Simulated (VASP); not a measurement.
Set up this calculation in VASP 6.6.1, as the native input.

```yaml
Task: single point
Functional: r2SCAN
Potentials_or_basis: VASP PAW PBE potentials, release 64 (Ba_sv)
Cutoff: 550 eV
k_mesh: 6 × 6 × 6
Occupations: gaussian, width 0.05 eV
Spin: non-collinear spin, zero start, spin-orbit coupling
Starting_moments: "[[0.0, 0.0, 0.0]] μB"
Dipole_correction: no
Further_INCAR_settings: ALGO = Normal; EDIFF = 1e-06; NBANDS = 21
```

Crystal: Ba.

```xyz
1
Lattice="-2.5100 2.5100 2.5100 2.5100 -2.5100 2.5100 2.5100 2.5100 -2.5100" Properties=species:S:1:pos:R:3 pbc="T T T"
Ba    0.0000    0.0000    0.0000
```

These files were run (other wordings do the same):

POSCAR

```
Ba
1.0
   -2.5099999471      2.5099999471      2.5099999471
    2.5099999471     -2.5099999471      2.5099999471
    2.5099999471      2.5099999471     -2.5099999471
Ba
1
Direct
    0.0000000000      0.0000000000      0.0000000000
```

INCAR.step1

```
SYSTEM = Ba
  PREC = Accurate
  ENCUT = 550
  ISMEAR = 0
  SIGMA = 0.05
  LREAL = .FALSE.
  LASPH = .TRUE.
  NELM = 200
  LNONCOLLINEAR = .TRUE.
  MAGMOM = 0 0 0
  LSORBIT = .TRUE.
  GGA_COMPAT = .FALSE.
  NBANDS = 21
  GGA = PE
  ALGO = Normal
  EDIFF = 1E-5
  LWAVE = .TRUE.
  LCHARG = .FALSE.
```

INCAR.step2

```
SYSTEM = Ba
  PREC = Accurate
  ENCUT = 550
  EDIFF = 1E-6
  ISMEAR = 0
  SIGMA = 0.05
  LREAL = .FALSE.
  LASPH = .TRUE.
  NELM = 200
  ALGO = Normal
  ISIF = 2
  LWAVE = .FALSE.
  LCHARG = .FALSE.
  LNONCOLLINEAR = .TRUE.
  MAGMOM = 0 0 0
  LORBIT = 11
  LSORBIT = .TRUE.
  GGA_COMPAT = .FALSE.
  LORBMOM = .TRUE.
  METAGGA = R2SCAN
  LMIXTAU = .TRUE.
  NBANDS = 21
  ISTART = 1
```

KPOINTS

```
regular mesh
0
G
  6 6 6
  0 0 0
```

Potentials or basis: VASP PAW PBE potentials, release 64 (Ba_sv).

Run with:

```console
$ cat potpaw_PBE.64/Ba_sv/POTCAR > POTCAR
$ cp INCAR.step1 INCAR
$ mpirun -np 1 vasp_ncl > vasp.out
$ cp INCAR.step2 INCAR
$ mpirun -np 1 vasp_ncl > vasp.out
```

Results of the run:

```
Pressure                                              : 0.4 GPa
Net moment                                            : 0.00 μB per cell
Valence electrons inside the program's atomic spheres : Ba 7.90
```

Caveat: the PAW data sets were made with another functional, which shifts forces and pressure a little.

Wall time 5.1 min on 1 thread of AMD EPYC 7R13 Processor (Zen 3), with other jobs on the host, peak memory 0.42 GiB.
